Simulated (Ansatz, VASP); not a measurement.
# V in VASP and in Ansatz

```
CELL_PARAMETERS angstrom
2.61406 0.00000 0.00000
-1.30703 2.26384 0.00000
0.00000 0.00000 4.68650
ATOMIC_POSITIONS crystal
V 0.33333 0.66667 0.25000
V 0.66667 0.33333 0.75000
```

Alike in both runs: functional PBE; k mesh 18 × 18 × 10; occupations fermi-dirac, width 0.1 eV; no spin polarisation.

Ansatz relaxed the structure, and its values are those at the end. VASP's run is a single point on that final structure, the one shown.

|  | VASP | Ansatz |
| --- | --- | --- |
| version | VASP 6.6.1 | Ansatz 0.2.0 |
| potentials or method | VASP PAW PBE potentials, release 64 (V_sv) | PAW with Ansatz's default frozen-core files, scalar-relativistic |
| plane-wave cutoff (eV) | 520 | 420 |
| valence electrons in the cell | 26 | 26 |

|  | VASP | Ansatz | Ansatz less VASP |
| --- | --- | --- | --- |
| pressure (GPa) | 0.2 | 0.0 | -0.22 |
